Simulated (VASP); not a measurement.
Runs of VASP 6.6.1 on Au. The structure is that of space group Fm-3m (No. 225), or close to it. The cells are those of the table. 

| task | cell | cutoff (eV) | gap on the mesh (eV) | pressure (GPa) |
| --- | --- | --- | --- | --- |
| single point | a = 2.860 Å, angles 60.0°, 1 atom | 520 | none | 14.6 |
| single point | a = 2.940 Å, angles 60.0°, 1 atom | 520 | none | -0.2 |
| single point | a = 2.729 Å, angles 60.0°, 1 atom | 520 | none | 59.5 |
| relaxation of cell and atoms | relaxed to 15 GPa from a = 2.856 Å, angles 60.0°, 1 atom | 600 | none | 15.0 |
| relaxation of cell and atoms | relaxed from a = 2.950 Å, angles 60.0°, 1 atom | 600 | none | 0.0 |
| single point | a = 2.921 Å, angles 60.0°, 1 atom | 520 | none | (a) |
| relaxation of cell and atoms | relaxed to 8 GPa from a = 2.890 Å, angles 60.0°, 1 atom | 600 | none | 8.0 |
| single point | a = 2.805 Å, angles 60.0°, 1 atom | 520 | none | 29.6 |
| single point | a = 2.892 Å, angles 60.0°, 1 atom | 520 | none | (b) |
| relaxation of cell and atoms | relaxed to 3 GPa from a = 2.912 Å, angles 60.0°, 1 atom | 600 | none | 3.0 |

Alike in all rows: level PBE; potentials or basis VASP PAW PBE potentials, release 64 (Au); no spin polarisation; k mesh 18 × 18 × 18; smearing gaussian 0.1 eV.

Task: Estimate the missing entries.

Result: (a) 2.7; (b) 7.8.

Caveats: spin-orbit coupling is left out, which moves the levels of the heavy elements; the cell is relaxed towards a set pressure, so the enthalpy falls and the energy may rise (some runs).

A k mesh can miss the band edges, and the runs leave out spin-orbit coupling on Au.

A gap of «none» marks levels without a gap at the run's occupations.
